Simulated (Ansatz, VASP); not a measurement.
**Two plane-wave programs on BN**

File INCAR:

```
SYSTEM = BN
PREC = Accurate ; ENCUT = 520
EDIFF = 1E-6 ; ISMEAR = 0
SIGMA = 0.05 ; LREAL = .FALSE.
LASPH = .TRUE. ; NELM = 60
ALGO = Normal ; ISIF = 2
LWAVE = .FALSE. ; LCHARG = .TRUE.
GGA = PE ; LELF = .TRUE.
LVHAR = .TRUE. ; NBANDS = 26
```

Contents of KPOINTS:

```
Automatic mesh
0
G
  6 6 10
  0 0 0
```

File POSCAR:

```
BN
1.0
    4.3232000000      0.0000000000      0.0000000000
    0.0000000000      4.3232000000      0.0000000000
    0.0000000000      0.0000000000      2.3198000000
B N
4 4
Direct
    0.1742811368      0.8257188632      0.5000000000
    0.3257188632      0.3257188632      0.0000000000
    0.6742811368      0.6742811368      0.0000000000
    0.8257188632      0.1742811368      0.5000000000
    0.8126115048      0.8126115048      0.5000000000
    0.3126115048      0.6873884952      0.0000000000
    0.6873884952      0.3126115048      0.0000000000
    0.1873884952      0.1873884952      0.5000000000
```

Input for Ansatz:

```yaml
crystal:
  lattice:
    - [4.3232, 0.0, 0.0]
    - [0.0, 4.3232, 0.0]
    - [0.0, 0.0, 2.3198]
  atoms:
    - { symbol: B, position: [0.1742811368, 0.8257188632, 0.5] }
    - { symbol: B, position: [0.3257188632, 0.3257188632, 0.0] }
    - { symbol: B, position: [0.6742811368, 0.6742811368, 0.0] }
    - { symbol: B, position: [0.8257188632, 0.1742811368, 0.5] }
    - { symbol: "N", position: [0.8126115048, 0.8126115048, 0.5] }
    - { symbol: "N", position: [0.3126115048, 0.6873884952, 0.0] }
    - { symbol: "N", position: [0.6873884952, 0.3126115048, 0.0] }
    - { symbol: "N", position: [0.1873884952, 0.1873884952, 0.5] }
basis:
  ecutwfc: 520.0
kpoints:
  mp_grid: { grid: [6, 6, 10] }
hamiltonian:
  xc: pbe
  pseudopotentials: { kind: paw, azcp: { folder: soft_1 } }
scf:
  occupations: { method: gaussian, width: 0.05 }
output:
  forces: true
  stress: true
  eigenvalues: true
```

Alike in both runs: task single point; functional PBE; k mesh 6 × 6 × 10; occupations gaussian, width 0.05 eV; no spin polarisation.

|  | VASP | Ansatz |
| --- | --- | --- |
| version | VASP 6.6.1 | Ansatz 0.2.0 |
| potentials or method | VASP PAW PBE potentials, release 64 (B, N), cutoff 520 eV | scalar-relativistic, plane waves, PAW |
| valence electrons in the cell | 32 | 32 |

|  | VASP | Ansatz | Ansatz less VASP |
| --- | --- | --- | --- |
| gap on the k mesh at the Fermi level (eV) | 4.59 | 4.61 | +0.019 |
| least direct gap on the mesh (eV) | 6.08 | 6.10 | +0.018 |
| rms of the force components (eV/Å) | 0.519 | 0.513 | -0.0063 |

Atom by atom the forces differ by 0.007 eV/Å (rms over components). With one functional, cell and mesh, what is left measures potentials, basis and numerics.
